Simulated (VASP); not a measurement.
Set up this calculation in VASP 6.6.1, as the native input.

```yaml
Task: single point
Functional: PBE
Potentials_or_basis: VASP PAW PBE potentials, release 64 (Al, O)
Cutoff: 520 eV
k_mesh: 1 × 1 × 1
Occupations: fermi-dirac, width 0.1206 eV
Spin: no spin polarisation
Dipole_correction: no
Further_INCAR_settings: LREAL = Auto; ALGO = Normal; EDIFF = 1e-06; NBANDS = 78; ISYM = 0
```

The structure of Al2O3 lies in POSCAR:

```
Al2O3
1.0
    6.1766180000      0.0403830000      0.1957820000
    0.0403830000      6.5396630000     -0.3645670000
    0.1957820000     -0.3645670000      6.8042970000
Al O
10 15
Direct
    0.3145704601      0.2056040849      0.1289522240
    0.4040636584      0.8723612462      0.3597908397
    0.8458393823      0.8612130565      0.3563753514
    0.8263875707      0.9038904608     -0.0345340860
    0.6140251988      0.6060023332      0.5571437242
    0.8134945524      0.3706335133      0.1910063828
    0.1228253952      0.1081303219      0.6751020341
    0.2685213506      0.6056064375      0.0291241660
    0.6259969286      0.2547064700      0.7977357019
    0.1093076118      0.6238286808      0.5599368881
    0.3269516965      0.6023278875      0.3637896191
    0.3437010105      0.5716777402      0.7349607707
    0.5258650522      0.8446663893      0.1071614863
    0.6175123620      0.8719867805      0.5078893234
    0.3280275431      0.1265171836      0.8341881757
    0.2966222805      0.1459333505      0.3983065672
    0.1012069154      0.3911659199      0.0963014539
    0.6536698925      0.3248038961      0.5493672576
    0.5591018357      0.3800573602      0.0786419664
    0.0751412009      0.8973667343      0.4996789534
    0.8116657875      0.1046218816      0.2037906538
    0.8690720372      0.5854794504      0.3483037006
    0.0790022526      0.8301543781      0.0825670414
    0.8716879992      0.6838308598      0.7479496185
    0.8837551626      0.1143021852      0.8109687822
```

The input as run:

INCAR

```
PREC = Accurate ; ENCUT = 520
EDIFF = 1E-6 ; ISMEAR = -1
SIGMA = 0.1206 ; LREAL = Auto
LASPH = True ; NELM = 100
ALGO = Normal ; ISIF = 2
LWAVE = False ; LCHARG = False
GGA = PE ; NBANDS = 78
ISYM = 0
```

KPOINTS

```
regular mesh
0
Gamma
  1 1 1
```

Potentials or basis: VASP PAW PBE potentials, release 64 (Al, O).

Launch:

```console
$ cat potpaw_PBE.64/Al/POTCAR potpaw_PBE.64/O/POTCAR > POTCAR
$ mpirun -np 1 vasp_gam > vasp.out
```

Results of the run:

| Item | Value |
| --- | --- |
| Pressure | -6.5 GPa |
| Largest force | 5.132 eV/Å |
| Band gap on the k mesh | 1.51 eV |

Caveat: the k points lie up to 1.02 Å⁻¹ apart.

Run time: 89 s on 1 thread of Intel Xeon 8259CL, on a shared host, peak memory 0.31 GiB.
